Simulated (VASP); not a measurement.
Here is a VASP 6.6.1 calculation.

The input INCAR:

```
PREC = Accurate
ENCUT = 600
EDIFF = 1E-7
ISMEAR = 0
SIGMA = 0.2
LREAL = F
LASPH = T
NELM = 150
ALGO = Normal
ISIF = 3
LWAVE = F
LCHARG = F
ISPIN = 2
MAGMOM = 2 0 0 0 0 0
LORBIT = 11
LMAXMIX = 4
GGA = PE
IBRION = 2
NSW = 36
EDIFFG = -0.08
```

File KPOINTS:

```
Automatic mesh
0
Gamma
  5 5 5
```

POSCAR

```
NiO5
1.0
   -1.8500000000      2.5000000000      3.2000000000
    1.8500000000     -2.5000000000      3.2000000000
    1.8500000000      2.5000000000     -3.2000000000
Ni O
1 5
Direct
    0.0000000000      0.0000000000      0.0000000000
    0.5910000000      0.7270000000      0.8640000000
    0.8630000000      0.7270000000      0.1360000000
    0.4090000000      0.2730000000      0.1360000000
    0.1370000000      0.2730000000      0.8640000000
    0.0000000000      0.5000000000      0.5000000000
```

Potentials or basis: VASP PAW PBE potentials, release 64 (Ni, O).

Launch:

```bash
$ cat potpaw_PBE.64/Ni/POTCAR potpaw_PBE.64/O/POTCAR > POTCAR
$ mpirun -np 1 vasp_std > vasp.out
```

(1) What does it give for the relaxed volume?

(2) What does it give for the relaxed cell?

Results:

(1) 13.91 Å³/atom.

(2) a = 5.135 Å, b = 5.135 Å, c = 5.135 Å, α = 138.56°, β = 101.75°, γ = 92.68°.

Caveat: the k points lie up to 0.39 Å⁻¹ apart in the final cell; the volume moved by over 15 % at a fixed basis, so the end points are rough; a cell with one magnetic atom can't hold antiferromagnetic order, which such compounds often take.
